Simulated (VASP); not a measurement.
# SiC (P6_3mc) in VASP: a series of runs, part 2 of 3

VASP 6.6.1.

### 3 Single point, PBEsol

This run uses another cell than the first one, of 10.38 Å³/atom, 1.005 times its volume.

File INCAR:

```
SYSTEM = SiC
PREC     = Accurate       ! precision mode
ENCUT    = 520            ! plane-wave cutoff, eV
EDIFF    = 1E-6           ! SCF threshold, eV
ISMEAR   = 0              ! smearing method
SIGMA    = 0.05           ! smearing width, eV
LREAL    = .False.        ! projectors in reciprocal space
LASPH    = .True.         ! aspherical terms in the spheres
NELM     = 60             ! most SCF steps
ALGO     = Normal         ! electronic algorithm
ISIF     = 2              ! what is computed and relaxed
LWAVE    = .False.        ! write WAVECAR
LCHARG   = .True.         ! write CHGCAR
GGA      = PS             ! functional
LELF     = .True.         ! ELF
LVHAR    = .True.       
NBANDS   = 26             ! bands
```

File KPOINTS:

```
regular mesh
0
Gamma
  12 12 4
  0 0 0
```

File POSCAR:

```
SiC
1.0
    3.0062000000      0.0000000000      0.0000000000
   -1.5031000000      2.6034455689      0.0000000000
    0.0000000000      0.0000000000     10.6132000000
Si C
4 4
Direct
    0.6666666667      0.3333333333      0.9378278494
    0.3333333333      0.6666666667      0.4378278494
    0.0000000000      0.0000000000      0.6878973398
    0.0000000000      0.0000000000      0.1878973398
    0.6666666667      0.3333333333      0.7498191768
    0.3333333333      0.6666666667      0.2498191768
    0.0000000000      0.0000000000      0.5004546340
    0.0000000000      0.0000000000      0.0004546340
```

Potentials or basis: VASP PAW PBE potentials, release 64 (Si, C).

On the command line:

```bash
$ cat potpaw_PBE.64/Si/POTCAR potpaw_PBE.64/C/POTCAR > POTCAR
$ mpirun -np 1 vasp_std > vasp.out
```

It took 45 s on 1 thread of Intel Xeon 6975P-C (Granite Rapids), shared host; peak memory 0.24 GiB.

Results (log left out):

* Free energy: -63.1508 eV
* Pressure: 1.1 GPa
* Largest force: 0.522 eV/Å
* Band gap on the k mesh: 1.69 eV, indirect (least direct gap 3.04 eV)

Forces in eV/Å, atoms in the order of the input:
```
Si   0.000  0.000 -0.437
Si   0.000  0.000 -0.437
Si   0.000  0.000 -0.522
Si   0.000  0.000 -0.522
C    0.000  0.000  0.508
C    0.000  0.000  0.508
C    0.000  0.000  0.451
C    0.000  0.000  0.451
```

Stress tensor (GPa, compression positive):
```
 14.15   0.00   0.00
  0.00  14.15   0.00
  0.00   0.00 -25.00
```

Levels at points of the mesh, in eV from the valence-band top:
| k point | band 14 | band 15 | band 16 | band 17 | band 18 | band 19 |
| --- | --- | --- | --- | --- | --- | --- |
| (0.00, 0.00, 0.00) | -0.43 | 0.00 | 0.00 | 4.47 | 6.02 | 6.39 |
| (0.50, 0.00, 0.00) | -2.30 | -1.92 | -1.35 | 1.69 | 2.26 | 4.24 |
| (0.00, 0.00, 0.50) | -0.15 | -0.15 | -0.15 | 5.91 | 5.91 | 6.24 |
| (0.50, 0.00, 0.50) | -2.75 | -1.67 | -1.67 | 2.43 | 2.43 | 3.89 |

Caveat: the PAW data sets were made with another functional, which shifts forces and pressure a little.

### 4 Single point, PBEsol

This run uses another cell than the first one, of 10.42 Å³/atom, 1.008 times its volume.

File INCAR:

```
SYSTEM = SiC
  ALGO = Normal
  EDIFF = 1E-7
  ENCUT = 520
  GGA = PS
  ISIF = 2
  ISMEAR = 0
  LASPH = .TRUE.
  LCHARG = .FALSE.
  LREAL = .FALSE.
  LWAVE = .FALSE.
  NBANDS = 26
  NELM = 80
  PREC = Accurate
  SIGMA = 0.05
```

File KPOINTS:

```
k-points
0
G
  12 12 4
  0 0 0
```

POSCAR, as its differences from that of step 3:

```diff
@@ -2,5 +2,5 @@
 1.0
-    3.0062000000      0.0000000000      0.0000000000
-   -1.5031000000      2.6034455689      0.0000000000
-    0.0000000000      0.0000000000     10.6132000000
+    3.2217000000      0.0000000000      0.0000000000
+   -1.6108500000      2.7900740434      0.0000000000
+    0.0000000000      0.0000000000      9.2697000000
 Si C
```

Potentials or basis: VASP PAW PBE potentials, release 64 (Si, C).

On the command line:

```bash
$ cat potpaw_PBE.64/Si/POTCAR potpaw_PBE.64/C/POTCAR > POTCAR
$ mpirun -np 1 vasp_std > vasp.out
```

OUTCAR:

```text
SYSTEM = SiC
   EDIFF = 1E-7
   ENCUT = 520
   GGA = PS
   ISIF = 2
   ISMEAR = 0
   LASPH = .TRUE.
   LREAL = .FALSE.
   NELM = 80
   PREC = Accurate

 ion  position               nearest neighbor table
   1  0.667  0.333  0.938-   5 1.74   8 1.95   8 1.95   8 1.95   3 2.97   3 2.97   3 2.97   4 2.97
                             4 2.97   4 2.97
   2  0.333  0.667  0.438-   6 1.74   7 1.95   7 1.95   7 1.95   4 2.97   4 2.97   4 2.97   3 2.97
                             3 2.97   3 2.97
   3  0.000  0.000  0.688-   7 1.74   5 1.95   5 1.95   5 1.95   1 2.97   1 2.97   1 2.97   2 2.97
                             2 2.97   2 2.97
   4  0.000  0.000  0.188-   8 1.74   6 1.95   6 1.95   6 1.95   2 2.97   2 2.97   2 2.97   1 2.97
                             1 2.97   1 2.97
   5  0.667  0.333  0.750-   1 1.74   3 1.95   3 1.95   3 1.95
   6  0.333  0.667  0.250-   2 1.74   4 1.95   4 1.95   4 1.95
   7  0.000  0.000  0.500-   3 1.74   2 1.95   2 1.95   2 1.95
   8  0.000  0.000  0.000-   4 1.74   1 1.95   1 1.95   1 1.95

  LATTYP: Found a hexagonal cell.
 ALAT       =     3.2217000000
 C/A-ratio  =     2.8772697644

  Lattice vectors:

 A1 = (   3.2217000000,   0.0000000000,   0.0000000000)
 A2 = (  -1.6108500000,   2.7900740434,   0.0000000000)
 A3 = (   0.0000000000,   0.0000000000,   9.2697000000)

Analysis of symmetry for initial positions (statically):
=====================================================================
 Subroutine PRICEL returns:
 Original cell was already a primitive cell.

 Routine SETGRP: Setting up the symmetry group for a
 hexagonal supercell.

 Subroutine GETGRP returns: Found 12 space group operations
 (whereof  6 operations were pure point group operations)
 out of a pool of 24 trial point group operations.

The static configuration has the point symmetry C_3v.
 The point group associated with its full space group is C_6v.

Analysis of symmetry for dynamics (positions and initial velocities):
=====================================================================
 Subroutine PRICEL returns:
 Original cell was already a primitive cell.

 Routine SETGRP: Setting up the symmetry group for a
 hexagonal supercell.

 Subroutine GETGRP returns: Found 12 space group operations
 (whereof  6 operations were pure point group operations)
 out of a pool of 24 trial point group operations.

The dynamic configuration has the point symmetry C_3v.
 The point group associated with its full space group is C_6v.

 Subroutine INISYM returns: Found 12 space group operations
 (whereof  6 operations are pure point group operations),
 and found     1 'primitive' translations

----------------------------------------------------------------------------------------

                                     Primitive cell

  volume of cell :      83.3233

  direct lattice vectors                    reciprocal lattice vectors
     3.221700000  0.000000000  0.000000000     0.310395133  0.179206714  0.000000000
    -1.610850000  2.790074043  0.000000000     0.000000000  0.358413427  0.000000000
     0.000000000  0.000000000  9.269700000     0.000000000  0.000000000  0.107878356

  length of vectors
     3.221700000  3.221700000  9.269700000     0.358413427  0.358413427  0.107878356

  position of ions in fractional coordinates (direct lattice)
     0.666666667  0.333333333  0.937827849
[... 47 lines left out ...]
  0.000000  0.000000  0.000000      1.000000
  0.083333  0.000000  0.000000      6.000000
  0.166667  0.000000  0.000000      6.000000
  0.250000  0.000000  0.000000      6.000000
  0.333333  0.000000  0.000000      6.000000
  0.416667  0.000000  0.000000      6.000000
[... 16 lines left out ...]
  0.250000  0.000000  0.250000     12.000000
  0.333333  0.000000  0.250000     12.000000
 [... further k-points ...]
   k-points           NKPTS =     57   k-points in BZ     NKDIM =     57   number of bands    NBANDS=     26
   number of dos      NEDOS =    301   number of ions     NIONS =      8
   total plane-waves  NPLWV =  40320
   dimension x,y,z NGX =    24 NGY =   24 NGZ =   70
   dimension x,y,z NGXF=    48 NGYF=   48 NGZF=  140
   ions per type =               4   4
   NGX,Y,Z   is equivalent  to a cutoff of  12.38, 12.38, 12.55 a.u.
   NGXF,Y,Z  is equivalent  to a cutoff of  24.77, 24.77, 25.11 a.u.
 SYSTEM =  SiC
   PREC   = accura    normal or accurate (medium, high low for compatibility)
   ISTART =      0    job   : 0-new  1-cont  2-samecut
   ICHARG =      2    charge: 1-file 2-atom 10-const
   ISPIN  =      1    spin polarized calculation?
   LNONCOLLINEAR =      F non collinear calculations
   LSORBIT =      F    spin-orbit coupling
   LASPH  =      T    aspherical Exc in radial PAW
   ENCUT  =  520.0 eV  38.22 Ry    6.18 a.u.   5.99  5.99 17.24*2*pi/ulx,y,z
   NELM   =     80;   NELMIN=  2; NELMDL= -5     # of ELM steps
   EDIFF  = 0.1E-06   stopping-criterion for ELM
   LREAL  =      F    real-space projection
   EDIFFG = 0.1E-05   stopping-criterion for IOM
   NSW    =      0    number of steps for IOM
   IBRION =     -1    ionic relax: 0-MD 1-quasi-New 2-CG
   NFREE  =      0    steps in history (QN), initial steepest desc. (CG)
   ISIF   =      2    stress and relaxation
   ISYM   =      2    0-nonsym 1-usesym 2-fastsym
   POTIM  = 0.5000    time-step for ionic-motion
   TEBEG  =    0.0;   TEEND  =   0.0 temperature during run
   PSTRESS=    0.0 pullay stress
   NELECT =      32.0000    total number of electrons
   NUPDOWN=      -1.0000    fix difference up-down
   EMIN   =  10.00;   EMAX   =-10.00  energy-range for DOS
   EFERMI =   0.00;   METHOD = LEGACY
   ISMEAR =     0;   SIGMA  =   0.05  broadening in eV -4-tet -1-fermi 0-gaus
   EFERMI_NEDOS =   21; number of points for ismear=-14 and -15
   IALGO  =     38    algorithm
   IMIX   =      4    mixing-type and parameters
     AMIX     =   0.40;   BMIX     =  1.00
     AMIX_MAG =   1.60;   BMIX_MAG =  1.00
  volume/ion in A,a.u.               =      10.42        70.29
  Fermi-wavevector in a.u.,A,eV,Ry     =   1.189970  2.248717 19.266237  1.416028
  Thomas-Fermi vector in A             =   2.326065
   LORBIT       =      0    0 simple, 1 ext, 2 COOP (PROOUT), +10 PAW based schemes
   GGA     = PS    functional components
   LHFCALC =     F    Hartree Fock is set to
   AEXX    =    0.0000 exact exchange contribution
   IVDW    =     0    specifies the selected vdW correction
   LEPSILON=     F    determine dielectric tensor
   LRPA    =     F    only Hartree local field effects (RPA)
 non-spin polarized calculation
 Gauss-broadening in eV      SIGMA  =   0.05
  energy-cutoff  :      520.00
  volume of cell :       83.32
 maximum number of plane-waves:      2280
 NGX is ok and might be reduce to    24
   NGX = 11   NGY = 11   NGZ = 35

 number of electron      31.9999999 magnetization

 Free energy of the ion-electron system (eV)
  ---------------------------------------------------
  ext. energy  EPLUGINS =         0.00000000
  ---------------------------------------------------
  free energy    TOTEN  =       -61.98779820 eV

  energy without entropy =      -61.98779820  energy(sigma->0) =      -61.98779820

 E-fermi :   8.4423     XC(G=0): -11.4595

 val. band max:        8.2395321005   @ k =   0.0000   0.0000   0.0000
 cond. band min:       9.5631830270   @ k =   0.5000   0.0000   0.0000
 fundamental gap:      1.3236509265
 Fermi energy:         8.4423296724

 k-point     1 :       0.0000    0.0000    0.0000
  band No.  band energies     occupation
      1      -7.4466      2.00000
      2      -6.0490      2.00000
      3      -5.9443      2.00000
      4      -2.8463      2.00000
      5      -0.2554      2.00000
      6       4.5469      2.00000
[... 685 lines left out ...]
     25      16.7749      0.00000
     26      16.9039      0.00000

 [... further k-points ...]
[... 5 lines left out ...]
  --------------------------------------------------------------------------------------
  -------------------------------------------------------------------------------------
  Total      -11.5148592    -11.5148592     28.8378441      0.0000000      0.0000000     -0.0000000
  in kB     -221.4127926   -221.4127926    554.5067882      0.0000000      0.0000000     -0.0000000
  external PRESSURE =      37.2270676 kB  Pullay stress =       0.0000000 kB

 VOLUME and BASIS-vectors are now :
 -----------------------------------------------------------------------------
  energy-cutoff  :      520.00
  volume of cell :       83.32
      direct lattice vectors                 reciprocal lattice vectors
     3.221700000  0.000000000  0.000000000     0.310395133  0.179206714  0.000000000
    -1.610850000  2.790074043  0.000000000     0.000000000  0.358413427  0.000000000
     0.000000000  0.000000000  9.269700000     0.000000000  0.000000000  0.107878356

 POSITION                                       TOTAL-FORCE (eV/Angst)
 -----------------------------------------------------------------------------------
      1.61085      0.93002      8.69338        -0.000000      0.000000      2.105139
     -0.00000      1.86005      4.05853         0.000000      0.000000      2.105139
      0.00000      0.00000      6.37660         0.000000     -0.000000      2.364941
      0.00000      0.00000      1.74175        -0.000000      0.000000      2.364941
      1.61085      0.93002      6.95060        -0.000000      0.000000     -2.313839
     -0.00000      1.86005      2.31575         0.000000     -0.000000     -2.313839
      0.00000      0.00000      4.63906         0.000000     -0.000000     -2.156240
      0.00000      0.00000      0.00421        -0.000000      0.000000     -2.156240
 -----------------------------------------------------------------------------------
    total drift:                               -0.000000     -0.000000     -0.000262

  FREE ENERGIE OF THE ION-ELECTRON SYSTEM (eV)
  ---------------------------------------------------
  free  energy   TOTEN  =       -61.9877982002 eV

  energy  without entropy=      -61.9877982001  energy(sigma->0) =      -61.98779820
```

It took 43 s on 1 thread of Intel Xeon 6975P-C (Granite Rapids), shared host; peak memory 0.23 GiB.

What came out:

```
Free energy            : -61.9878 eV
Pressure               : 3.7 GPa
Largest force          : 2.365 eV/Å
Band gap on the k mesh : 1.32 eV, indirect (least direct gap 2.35 eV)
```

Forces on the atoms (eV/Å):
```
Si   0.000  0.000  2.105
Si   0.000  0.000  2.105
Si   0.000  0.000  2.365
Si   0.000  0.000  2.365
C    0.000  0.000 -2.314
C    0.000  0.000 -2.314
C    0.000  0.000 -2.156
C    0.000  0.000 -2.156
```

Stress tensor (GPa, compression positive):
```
-22.14   0.00   0.00
  0.00 -22.14   0.00
  0.00   0.00  55.45
```

Caveat: the PAW data sets were made with another functional, which shifts forces and pressure a little. As with any semilocal functional, this PBEsol gap is likely too small.

[end of part 2 of 3]
